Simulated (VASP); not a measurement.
Input of a VASP 6.6.1 run:

The input INCAR:

```
ALGO = Normal
EDIFF = 1E-7
ENCUT = 520
GGA = PE
ISIF = 2
ISMEAR = -1
LASPH = T
LCHARG = F
LREAL = Auto
LWAVE = F
NBANDS = 186
NELECT = 322.0
NELM = 100
PREC = Accurate
SIGMA = 0.01
```

The input KPOINTS:

```
Automatic mesh
0
Gamma
  1 1 1
  0.25 0.25 0.25
```

Contents of POSCAR:

```
La16HO24
1.0
    7.8811453700     -0.0000000600      0.0000000000
   -3.9405726400      6.8252721300      0.0000000000
    0.0000000000      0.0000000000     12.3757188400
La O H
16 24 1
Direct
    0.3382758577      0.1745302247      0.3718905966
    0.1743413192      0.3381838029      0.1280928374
    0.3336447027      0.1626227592      0.8752942713
    0.1626906896      0.3332809654      0.6248164682
    0.3405410818      0.6598480290      0.3717232057
    0.1670339285      0.8331769204      0.1187615667
    0.3337773595      0.6665573914      0.8755015583
    0.1655478708      0.8347304937      0.6186241338
    0.8333354402      0.1669951540      0.3812664869
    0.6597341034      0.3403028156      0.1282562203
    0.8350087325      0.1654960500      0.8814738371
    0.6666486406      0.3335946174      0.6245738337
    0.8259176923      0.6619451662      0.3718842568
    0.6619614987      0.8255781383      0.1281157341
    0.8377699963      0.6668965696      0.8753050662
    0.6667778522      0.8375225262      0.6247895978
    0.3253631054      0.1514971082      0.1755421153
    0.1515902990      0.3254321176      0.3243861036
    0.0036167371     -0.0034442093     -0.0068663895
    0.3343947913      0.1663561672      0.6762683638
    0.1665503136      0.3342181640      0.8238643271
   -0.0030561196      0.0038508570      0.5069045750
    0.3274641894      0.6726906550      0.1754028533
    0.1663763590      0.8338973952      0.3311862642
    0.0042290028      0.5063149030     -0.0063514121
    0.3346354771      0.6656411203      0.6765689633
    0.1664305773      0.8338268462      0.8185355672
   -0.0036482207      0.4937854037      0.5063919430
    0.8337865406      0.1661716266      0.1687908340
    0.6729012670      0.3274749113      0.3246403538
    0.4938046617     -0.0036334201     -0.0063604044
    0.8339060592      0.1662830366      0.6815343506
    0.6658970775      0.3346008996      0.8235500726
    0.5063468044      0.0036362092      0.5064798951
    0.8486913026      0.6746625746      0.1755022212
    0.6749032452      0.8486436890      0.3245207687
    0.5011641388      0.4994098369      0.0027907621
    0.8338915129      0.6659720619      0.6761675050
    0.6661303441      0.8338245483      0.8238647505
    0.4991874720      0.5006484306      0.4972107072
   -0.4999196291     -0.4999726837      0.2500447591
```

Potentials or basis: VASP PAW PBE potentials, release 64 (La, O, H).

Run with:

```bash
$ cat potpaw_PBE.64/La/POTCAR potpaw_PBE.64/O/POTCAR potpaw_PBE.64/H/POTCAR > POTCAR
$ mpirun -np 1 vasp_std > vasp.out
```

Question: Estimate the largest force.

Answer: 0.150 eV/Å.

Forces in eV/Å, atoms in the order of the input:
```
La  -0.109  0.067 -0.017
La   0.114 -0.063  0.019
La  -0.129  0.067 -0.009
La   0.122 -0.074  0.004
La  -0.093  0.048 -0.014
La   0.032 -0.016  0.020
La  -0.124  0.071 -0.027
La   0.119 -0.068  0.017
La  -0.030  0.018 -0.018
La   0.093 -0.054  0.021
La  -0.122  0.065 -0.022
La   0.125 -0.069  0.027
La  -0.114  0.059 -0.016
La   0.109 -0.063  0.019
La  -0.125  0.073 -0.013
La   0.131 -0.065  0.008
O   -0.009  0.066 -0.006
O    0.058  0.022  0.007
O   -0.020  0.012 -0.003
O   -0.127  0.074 -0.006
O    0.127 -0.074  0.006
O    0.021 -0.013  0.002
O   -0.128  0.078  0.007
O    0.124 -0.072  0.009
O   -0.010  0.007  0.001
O   -0.124  0.069 -0.011
O    0.124 -0.070 -0.001
O    0.007 -0.007  0.000
O   -0.122  0.073 -0.010
O    0.125 -0.078 -0.010
O   -0.008  0.002  0.000
O   -0.120  0.071  0.003
O    0.125 -0.072  0.013
O    0.010  0.001 -0.003
O   -0.061 -0.021 -0.003
O    0.013 -0.065  0.003
O   -0.009  0.002  0.000
O   -0.127  0.071 -0.004
O    0.125 -0.073  0.005
O    0.006 -0.001  0.002
H    0.002  0.001 -0.001
```

Caveat: the cell carries a net charge on a neutralising background, which shifts energy and pressure.
